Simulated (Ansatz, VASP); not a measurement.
## One calculation of InSb, two programs

```xyz
2
Lattice="0.0000 3.2174 3.2174 3.2174 0.0000 3.2174 3.2174 3.2174 0.0000" Properties=species:S:1:pos:R:3 pbc="T T T"
In    0.0000    0.0000    0.0000
Sb    4.8260    4.8260    4.8260
```

Change from the starting cell: volume scaled by 0.98, crystal datasets.

Alike in both runs: task electric field gradients; functional LDA; k mesh 10 × 10 × 10; occupations fermi-dirac, width 0.03 eV; no spin polarisation.

|  | VASP | Ansatz |
| --- | --- | --- |
| version | VASP 6.6.1 | Ansatz 0.2.0 |
| potentials or method | VASP PAW LDA potentials, release 64 (In_d, Sb), cutoff 520 eV | all-electron PAW with datasets made for the crystal, scalar-relativistic |

|  | VASP | Ansatz | Ansatz less VASP |
| --- | --- | --- | --- |
| pressure (GPa) | 0.4 | 0.3 | -0.08 |

LDA's correlation is that of Perdew and Zunger in VASP and of Perdew and Wang (1992) in Ansatz. Ansatz ran all-electron here, and VASP with PAW potentials.

Spin-orbit coupling is off throughout.
